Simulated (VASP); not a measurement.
Write the native input for VASP 6.6.1 that does the following.

```
Task                   : single point
Functional             : PBEsol
Potentials or basis    : VASP PAW PBE potentials, release 64 (Mg, O)
Cutoff                 : 600 eV
k mesh                 : 6 × 6 × 6
Occupations            : gaussian, width 0.05 eV
Spin                   : no spin polarisation
Dipole correction      : no
Further INCAR settings : ALGO = Normal; EDIFF = 1e-06; NBANDS = 46
```

The structure of MgO lies in POSCAR:

```
MgO
1.0
   -0.0000028075      4.2140811252     -4.2142483381
    4.2142097818      4.2140788915      0.0000005738
    4.2142137227     -0.0000045147     -4.2142500453
Mg O
8 8
Direct
    0.0000009429      0.0000020742      0.4999975436
    0.0000011131      0.5000005920      0.4999979398
    0.4999962285     -0.0000015958      0.5000049960
    0.5000029335      0.5000005658      0.4999969839
    0.0000009184      0.0000010292      0.9999989948
    0.0000021550      0.5000009034      0.9999971406
    0.5000014500      0.0000002546      0.9999986748
    0.5000018001      0.5000007013      0.9999989132
    0.2499991618      0.7499995813      0.2500008236
    0.2499982127      0.2500000610      0.2500004406
    0.7499994667      0.7499986351      0.2500006882
    0.7499989727      0.2499995136      0.2500012421
    0.2499992710      0.7499997482      0.7500009199
    0.2499983866      0.2499998950      0.7500017533
    0.7499997527      0.7499985833      0.7500018993
    0.7499992335      0.2499994584      0.7500010463
```

The input as run:

INCAR

```
SYSTEM = MgO
PREC     = Accurate       ! precision mode
ENCUT    = 600            ! plane-wave cutoff, eV
EDIFF    = 1E-6           ! SCF threshold, eV
ISMEAR   = 0              ! smearing method
SIGMA    = 0.05           ! smearing width, eV
LREAL    = .FALSE.        ! projectors in reciprocal space
LASPH    = .TRUE.         ! aspherical terms in the spheres
NELM     = 120            ! most SCF steps
ALGO     = Normal         ! electronic algorithm
ISIF     = 2              ! what is computed and relaxed
LWAVE    = .FALSE.        ! write WAVECAR
LCHARG   = .FALSE.        ! write CHGCAR
GGA      = PS             ! functional
NBANDS   = 46             ! bands
GGA_COMPAT= .FALSE.
```

KPOINTS

```
Automatic mesh
0
G
  6 6 6
  0 0 0
```

Potentials or basis: VASP PAW PBE potentials, release 64 (Mg, O).

The run is started by

```bash
$ cat potpaw_PBE.64/Mg/POTCAR potpaw_PBE.64/O/POTCAR > POTCAR
$ mpirun -np 1 vasp_std > vasp.out
```

Results of the run:

The pressure is -0.7 GPa and the band gap on the k mesh is 4.62 eV.

Caveat: the PAW data sets were made with another functional, which shifts forces and pressure a little.

Wall time 12 min on 1 thread of Oxide Virtual Turin-like Processor (shared host), peak memory 0.46 GiB.
